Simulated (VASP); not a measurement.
A run of VASP 6.6.1:

The input POSCAR:

```
SnO2
1.0
    0.0000000000      2.5334669705      2.5334669705
    2.5334669705      0.0000000000      2.5334669705
    2.5334669705      2.5334669705      0.0000000000
Sn O
1 2
Direct
    0.0000000000      0.0000000000      0.0000000000
    0.2500000000      0.2500000000      0.2500000000
    0.7500000000      0.7500000000      0.7500000000
```

Contents of INCAR.step1:

```
  PREC = Accurate
  ENCUT = 500
  EDIFF = 1E-8
  ISMEAR = 0
  SIGMA = 0.01
  LREAL = False
  LASPH = True
  NELM = 100
  ALGO = Normal
  LWAVE = True
  LCHARG = False
  GGA = PE
```

Contents of INCAR.step2:

```
  PREC = Accurate
  ENCUT = 500
  EDIFF = 1E-8
  ISMEAR = 0
  SIGMA = 0.01
  LREAL = False
  LASPH = True
  NELM = 1
  ALGO = Exact
  LWAVE = True
  LCHARG = False
  GGA = PE
  NBANDS = 359
  LOPTICS = True
  ISTART = 1
```

Contents of INCAR.step3:

```
  PREC = Accurate
  ENCUT = 500
  EDIFF = 1E-8
  ISMEAR = 0
  SIGMA = 0.01
  LREAL = False
  LASPH = True
  ALGO = EVGW0
  LWAVE = False
  LCHARG = False
  GGA = PE
  NELMGW = 1
  NBANDS = 359
  ENCUTGW = 200
  NOMEGA = 96
  PRECFOCK = Fast
  ISTART = 1
  NBANDSGW = 21
  OMEGAMAX = 20
```

File KPOINTS:

```
Automatic mesh
0
Gamma
  6 6 6
```

Potentials or basis: VASP PAW PBE potentials, release 64 (Sn_d_GW, O_GW).

Command:

```bash
$ cat potpaw_PBE.64/Sn_d_GW/POTCAR potpaw_PBE.64/O_GW/POTCAR > POTCAR
$ cp INCAR.step1 INCAR
$ mpirun -np 1 vasp_std > vasp.out
$ cp INCAR.step2 INCAR
$ mpirun -np 1 vasp_std > vasp.out
$ cp INCAR.step3 INCAR
$ mpirun -np 1 vasp_std > vasp.out
```

Hardware: 1 thread of Intel(R) Xeon(R) Platinum 8488C (Sapphire Rapids), on a shared host.

Q: How long does it take, and how much memory?

A: Wall time 61 min on 1 thread of Intel(R) Xeon(R) Platinum 8488C (Sapphire Rapids) (shared host), peak memory 1.8 GiB. Counts: k points 16.
